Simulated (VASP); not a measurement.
Ag, 2 atoms in the cell. The typed cell holds 2 atoms: a = 2.930 Å, b = 2.930 Å, c = 4.809 Å, α = 90.00°, β = 90.00°, γ = 119.98°. 

```yaml
Program: VASP 6.6.1
Task: single point
Functional: PBE
Potentials_or_basis: VASP PAW PBE potentials, release 64 (Ag)
Cutoff: 520 eV
k_mesh: 20 × 20 × 12
Occupations: gaussian, width 0.1 eV
Spin: no spin polarisation
Dipole_correction: no
Further_INCAR_settings: ALGO = Fast; EDIFF = 1e-06; NBANDS = 18
```

Potentials or basis: VASP PAW PBE potentials, release 64 (Ag).

Run with:

```sh
$ cat potpaw_PBE.64/Ag/POTCAR > POTCAR
$ mpirun -np 1 vasp_std > vasp.out
```

Hardware: 1 thread of Intel(R) Xeon(R) Platinum 8259CL CPU @ 2.50GHz (Skylake/Cascade Lake), on a shared host.

**Question.** How long does it take, and how much memory?

**Answer.** Wall time 5.4 min on 1 thread of Intel(R) Xeon(R) Platinum 8259CL CPU @ 2.50GHz (Skylake/Cascade Lake) (shared host), peak memory 0.49 GiB. Counts: scf iterations 12, k points 777.
